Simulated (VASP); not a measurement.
# CaO in VASP: notebook

Runs on CaO. Level: r2SCAN. Tasks: single point.

All numbers are computed with VASP 6.6.1; they aren't measurements. Logs are shortened: lines on timing, memory, paths and dates and some standing lists are left out, and cuts for length are marked.

### Step 1. The cell of the first run

The structure is cubic, space group Pm-3m (No. 221). Conventional cell: a = 3.019 Å, b = 3.019 Å, c = 3.019 Å, α = 90.00°, β = 90.00°, γ = 90.00°. Within 3.4 Å of Ca (site symmetry m-3m) lie 8 O at 2.61 Å and 6 Ca at 3.02 Å. O (site symmetry m-3m) has 8 Ca at 2.61 Å and 6 O at 3.02 Å within 3.4 Å.

### Step 2. Single point, r2SCAN (strain +4.0%)

Input file POSCAR:

```
CaO
1.0
    3.0187566816      0.0000000000      0.0000000000
    0.0000000000      3.0187566816      0.0000000000
    0.0000000000      0.0000000000      3.0187566816
Ca O
1 1
Direct
    0.0000000000      0.0000000000      0.0000000000
    0.5000000000      0.5000000000      0.5000000000
```

Input file INCAR.step1:

```
SYSTEM = CaO
PREC     = Accurate       ! precision mode
ENCUT    = 520            ! plane-wave cutoff, eV
ISMEAR   = 0              ! smearing method
SIGMA    = 0.01           ! smearing width, eV
LREAL    = .FALSE.        ! projectors in reciprocal space
LASPH    = .TRUE.         ! aspherical terms in the spheres
NELM     = 60             ! most SCF steps
NBANDS   = 15             ! bands
GGA      = PE             ! functional
ALGO     = Normal         ! electronic algorithm
EDIFF    = 1E-4           ! SCF threshold, eV
LWAVE    = .TRUE.         ! write WAVECAR
LCHARG   = .FALSE.        ! write CHGCAR
```

Input file INCAR.step2:

```
SYSTEM = CaO
PREC     = Accurate       ! precision mode
ENCUT    = 520            ! plane-wave cutoff, eV
EDIFF    = 1E-7           ! SCF threshold, eV
ISMEAR   = 0              ! smearing method
SIGMA    = 0.01           ! smearing width, eV
LREAL    = .FALSE.        ! projectors in reciprocal space
LASPH    = .TRUE.         ! aspherical terms in the spheres
NELM     = 60             ! most SCF steps
ALGO     = Normal         ! electronic algorithm
ISIF     = 2              ! what is computed and relaxed
LWAVE    = .FALSE.        ! write WAVECAR
LCHARG   = .FALSE.        ! write CHGCAR
METAGGA  = R2SCAN         ! meta-GGA
LMIXTAU  = .TRUE.       
NBANDS   = 15             ! bands
ISTART   = 1
```

Input file KPOINTS:

```
regular mesh
0
G
  8 8 8
  0 0 0
```

Potentials or basis: VASP PAW PBE potentials, release 64 (Ca_sv, O).

Started as:

```
> cat potpaw_PBE.64/Ca_sv/POTCAR potpaw_PBE.64/O/POTCAR > POTCAR
> cp INCAR.step1 INCAR
> mpirun -np 1 vasp_std > vasp.out
> cp INCAR.step2 INCAR
> mpirun -np 1 vasp_std > vasp.out
```

OUTCAR:

```text
SYSTEM = CaO
   PREC = Accurate
   ENCUT = 520
   EDIFF = 1E-7
   ISMEAR = 0
   LREAL = .FALSE.
   LASPH = .TRUE.
   NELM = 60
   ISIF = 2
   METAGGA = R2SCAN
   ISTART = 1

 ion  position               nearest neighbor table
   1  0.000  0.000  0.000-
   2  0.500  0.500  0.500-

  LATTYP: Found a simple cubic cell.
 ALAT       =     3.0187566816

  Lattice vectors:

 A1 = (   3.0187566816,   0.0000000000,   0.0000000000)
 A2 = (   0.0000000000,   3.0187566816,   0.0000000000)
 A3 = (   0.0000000000,   0.0000000000,   3.0187566816)

Analysis of symmetry for initial positions (statically):
=====================================================================
 Subroutine PRICEL returns:
 Original cell was already a primitive cell.

 Routine SETGRP: Setting up the symmetry group for a
 simple cubic supercell.

 Subroutine GETGRP returns: Found 48 space group operations
 (whereof 48 operations were pure point group operations)
 out of a pool of 48 trial point group operations.

The static configuration has the point symmetry O_h .

Analysis of symmetry for dynamics (positions and initial velocities):
=====================================================================
 Subroutine PRICEL returns:
 Original cell was already a primitive cell.

 Routine SETGRP: Setting up the symmetry group for a
 simple cubic supercell.

 Subroutine GETGRP returns: Found 48 space group operations
 (whereof 48 operations were pure point group operations)
 out of a pool of 48 trial point group operations.

The dynamic configuration has the point symmetry O_h .

 Subroutine INISYM returns: Found 48 space group operations
 (whereof 48 operations are pure point group operations),
 and found     1 'primitive' translations

----------------------------------------------------------------------------------------

                                     Primitive cell

  volume of cell :      27.5096

  direct lattice vectors                    reciprocal lattice vectors
     3.018756682  0.000000000  0.000000000     0.331262207  0.000000000  0.000000000
     0.000000000  3.018756682  0.000000000     0.000000000  0.331262207  0.000000000
     0.000000000  0.000000000  3.018756682     0.000000000  0.000000000  0.331262207

  length of vectors
     3.018756682  3.018756682  3.018756682     0.331262207  0.331262207  0.331262207

  position of ions in fractional coordinates (direct lattice)
[... 82 lines left out ...]
   NSW    =      0    number of steps for IOM
   IBRION =     -1    ionic relax: 0-MD 1-quasi-New 2-CG
   NFREE  =      0    steps in history (QN), initial steepest desc. (CG)
   ISIF   =      2    stress and relaxation
   ISYM   =      2    0-nonsym 1-usesym 2-fastsym
   POTIM  = 0.5000    time-step for ionic-motion
   TEBEG  =    0.0;   TEEND  =   0.0 temperature during run
   PSTRESS=    0.0 pullay stress
   NELECT =      16.0000    total number of electrons
   NUPDOWN=      -1.0000    fix difference up-down
   EMIN   =  10.00;   EMAX   =-10.00  energy-range for DOS
   EFERMI =   0.00;   METHOD = LEGACY
   ISMEAR =     0;   SIGMA  =   0.01  broadening in eV -4-tet -1-fermi 0-gaus
   EFERMI_NEDOS =   21; number of points for ismear=-14 and -15
   IALGO  =     38    algorithm
   IMIX   =      4    mixing-type and parameters
     AMIX     =   0.40;   BMIX     =  1.00
     AMIX_MAG =   1.60;   BMIX_MAG =  1.00
  volume/ion in A,a.u.               =      13.75        92.82
  Fermi-wavevector in a.u.,A,eV,Ry     =   1.366533  2.582372 25.407680  1.867412
  Thomas-Fermi vector in A             =   2.492665
   LORBIT       =      0    0 simple, 1 ext, 2 COOP (PROOUT), +10 PAW based schemes
   METAGGA = R2SCAN    functional components
   LHFCALC =     F    Hartree Fock is set to
   AEXX    =    0.0000 exact exchange contribution
   IVDW    =     0    specifies the selected vdW correction
   LEPSILON=     F    determine dielectric tensor
   LRPA    =     F    only Hartree local field effects (RPA)
 non-spin polarized calculation
 Gauss-broadening in eV      SIGMA  =   0.01
  energy-cutoff  :      520.00
  volume of cell :       27.51
 maximum number of plane-waves:       768
 NGX is ok and might be reduce to    24
   NGX = 11   NGY = 11   NGZ = 11

 number of electron      16.0000000 magnetization

 Free energy of the ion-electron system (eV)
  ---------------------------------------------------
  ext. energy  EPLUGINS =         0.00000000
  ---------------------------------------------------
  free energy    TOTEN  =       -18.40851279 eV

  energy without entropy =      -18.40851279  energy(sigma->0) =      -18.40851279

 E-fermi :   3.3285     XC(G=0): -11.2518

 val. band max:        3.1427025611   @ k =   0.5000   0.5000   0.0000
 cond. band min:       6.4248349068   @ k =   0.0000   0.0000   0.0000
 fundamental gap:      3.2821323457
 Fermi energy:         3.3284727498

 k-point     1 :       0.0000    0.0000    0.0000
  band No.  band energies     occupation
      1     -38.0105      2.00000
      2     -17.7339      2.00000
      3     -17.7339      2.00000
      4     -17.7339      2.00000
      5     -13.9304      2.00000
      6       2.8277      2.00000
      7       2.8277      2.00000
      8       2.8277      2.00000
      9       6.4248      0.00000
     10       6.4248      0.00000
     11       7.9394      0.00000
     12      11.5071      0.00000
     13      11.5071      0.00000
     14      11.5071      0.00000
[... 401 lines left out ...]
      2     -18.4430      2.00000
      3     -18.2865      2.00000
      4     -17.6956      2.00000
      5     -13.2589      2.00000
      6       0.8043      2.00000
      7       1.1367      2.00000
      8       2.5278      2.00000
      9       8.0016      0.00000
     10       8.7813      0.00000
     11      10.1554      0.00000
     12      10.2743      0.00000
     13      11.9863      0.00000
     14      16.1780      0.00000
     15      16.3662      0.00000

 [... further k-points ...]
[... 5 lines left out ...]
  --------------------------------------------------------------------------------------
  -------------------------------------------------------------------------------------
  Total       -1.7973143     -1.7973143     -1.7973143     -0.0000000     -0.0000000     -0.0000000
  in kB     -104.6767633   -104.6767633   -104.6767633     -0.0000000     -0.0000000     -0.0000000
  external PRESSURE =    -104.6767633 kB  Pullay stress =       0.0000000 kB

 VOLUME and BASIS-vectors are now :
 -----------------------------------------------------------------------------
  energy-cutoff  :      520.00
  volume of cell :       27.51
      direct lattice vectors                 reciprocal lattice vectors
     3.018756682  0.000000000  0.000000000     0.331262207  0.000000000  0.000000000
     0.000000000  3.018756682  0.000000000     0.000000000  0.331262207  0.000000000
     0.000000000  0.000000000  3.018756682     0.000000000  0.000000000  0.331262207

 POSITION                                       TOTAL-FORCE (eV/Angst)
 -----------------------------------------------------------------------------------
      0.00000      0.00000      0.00000         0.000000      0.000000      0.000000
      1.50938      1.50938      1.50938         0.000000      0.000000      0.000000
 -----------------------------------------------------------------------------------
    total drift:                                0.000000      0.000000     -0.000000

  FREE ENERGIE OF THE ION-ELECTRON SYSTEM (eV)
  ---------------------------------------------------
  free  energy   TOTEN  =       -18.4085127914 eV

  energy  without entropy=      -18.4085127914  energy(sigma->0) =      -18.40851279
```

OUTCAR.step1:

```text
SYSTEM = CaO
   PREC = Accurate
   ENCUT = 520
   ISMEAR = 0
   LREAL = .FALSE.
   LASPH = .TRUE.
[... 654 lines left out ...]
      0.00000      0.00000      0.00000         0.000000      0.000000      0.000000
      1.50938      1.50938      1.50938         0.000000      0.000000      0.000000
 -----------------------------------------------------------------------------------
    total drift:                                0.000000      0.000000     -0.000000

  FREE ENERGIE OF THE ION-ELECTRON SYSTEM (eV)
  ---------------------------------------------------
  free  energy   TOTEN  =       -11.7779809635 eV

  energy  without entropy=      -11.7779809635  energy(sigma->0) =      -11.77798096
```

OSZICAR.step1:

```text
N       E                     dE             d eps       ncg     rms          rms(c)
DAV:   1     0.123854518180E+03    0.12385E+03   -0.83653E+03  1050   0.109E+03
DAV:   2    -0.841600346471E+01   -0.13227E+03   -0.12344E+03  1324   0.290E+02
DAV:   3    -0.132448685548E+02   -0.48289E+01   -0.47986E+01  1204   0.577E+01
DAV:   4    -0.133595640889E+02   -0.11470E+00   -0.11463E+00  1570   0.761E+00
DAV:   5    -0.133603852550E+02   -0.82117E-03   -0.82116E-03  1197   0.618E-01    0.820E+00
DAV:   6    -0.118879681234E+02    0.14724E+01   -0.38963E+00  1162   0.195E+01    0.360E+00
DAV:   7    -0.117991577761E+02    0.88810E-01   -0.35286E-01  1176   0.597E+00    0.175E+00
DAV:   8    -0.117788174629E+02    0.20340E-01   -0.95073E-02  1330   0.316E+00    0.426E-01
DAV:   9    -0.117775384323E+02    0.12790E-02   -0.60992E-03  1162   0.774E-01    0.103E-01
DAV:  10    -0.117780292580E+02   -0.49083E-03   -0.94063E-04  1239   0.326E-01    0.629E-02
DAV:  11    -0.117779809635E+02    0.48294E-04   -0.95520E-05   952   0.132E-01
   1 F= -.11777981E+02 E0= -.11777981E+02  d E =-.666132E-21
```

Run time: 26 s. Hardware: 1 thread of Intel Xeon Platinum 8488C (Sapphire Rapids), shared host; peak memory 0.14 GiB.

What came out:

```
Free energy            : -18.4085 eV
Pressure               : -10.5 GPa
Band gap on the k mesh : 3.28 eV (least direct gap 3.60 eV)
```

Caveat: the cell differs from its parent crystal (strain +4.0%); the cell stands under tension; the structure was generated, so it needn't be the stable form of CaO; the PAW data sets were made with another functional, which shifts forces and pressure a little.

### Step 3. Single point, r2SCAN (uniaxial x strain -3.0%)

Input file POSCAR:

```
CaO
1.0
    2.8169836585      0.0000000000      0.0000000000
    0.0000000000      2.9032089648      0.0000000000
    0.0000000000      0.0000000000      2.9032089648
Ca O
1 1
Direct
    0.0000000000      0.0000000000      0.0000000000
    0.5000000000      0.5000000000      0.5000000000
```

Input file INCAR.step1:

```
PREC = Accurate
ENCUT = 520
ISMEAR = 0
SIGMA = 0.01
LREAL = F
LASPH = T
NELM = 80
NBANDS = 15
GGA = PE
ALGO = Normal
EDIFF = 1E-4
LWAVE = T
LCHARG = F
```

Input file INCAR.step2:

```
PREC = Accurate
ENCUT = 520
EDIFF = 1E-6
ISMEAR = 0
SIGMA = 0.01
LREAL = F
LASPH = T
NELM = 80
ALGO = Normal
ISIF = 2
LWAVE = F
LCHARG = F
METAGGA = R2SCAN
LMIXTAU = T
NBANDS = 15
ISTART = 1
```

Input file KPOINTS:

```
regular mesh
0
Gamma
  8 8 8
```

Potentials or basis: VASP PAW PBE potentials, release 64 (Ca_sv, O).

Started as:

```
> cat potpaw_PBE.64/Ca_sv/POTCAR potpaw_PBE.64/O/POTCAR > POTCAR
> cp INCAR.step1 INCAR
> mpirun -np 1 vasp_std > vasp.out
> cp INCAR.step2 INCAR
> mpirun -np 1 vasp_std > vasp.out
```

Run time: 41 s. Hardware: 1 thread of Intel Xeon Platinum 8488C (Sapphire Rapids), shared host; peak memory 0.15 GiB.

The run converged. Its results:

```
Free energy            : -18.4726 eV
Pressure               : 5.1 GPa
Band gap on the k mesh : 3.07 eV (least direct gap 3.35 eV)
```

Stress tensor (GPa, compression positive):
```
13.49  0.00  0.00
 0.00  0.90  0.00
 0.00  0.00  0.90
```

Levels at points of the mesh, in eV from the valence-band top:
| k point | band 6 | band 7 | band 8 | band 9 | band 10 | band 11 |
| --- | --- | --- | --- | --- | --- | --- |
| (0.00, 0.00, 0.00) | -0.56 | -0.56 | -0.27 | 3.07 | 3.09 | 6.32 |
| (0.50, 0.00, 0.00) | -4.04 | -1.09 | -1.09 | 4.27 | 8.07 | 8.62 |
| (0.00, 0.50, 0.00) | -4.05 | -1.16 | -0.76 | 4.04 | 7.71 | 8.90 |
| (0.50, 0.50, 0.00) | -2.39 | -2.29 | -0.25 | 4.47 | 5.11 | 6.86 |
| (0.00, 0.50, 0.50) | -2.36 | -2.36 | 0.00 | 4.20 | 5.59 | 7.34 |
| (0.50, 0.50, 0.50) | -3.77 | -3.77 | -3.75 | 8.54 | 8.54 | 8.82 |

Caveat: the cell differs from its parent crystal (uniaxial x strain -3.0%); the stress differs along the axes, from 1 to 13 GPa; the structure was generated, so it needn't be the stable form of CaO; the PAW data sets were made with another functional, which shifts forces and pressure a little. A k mesh can miss the band edges.
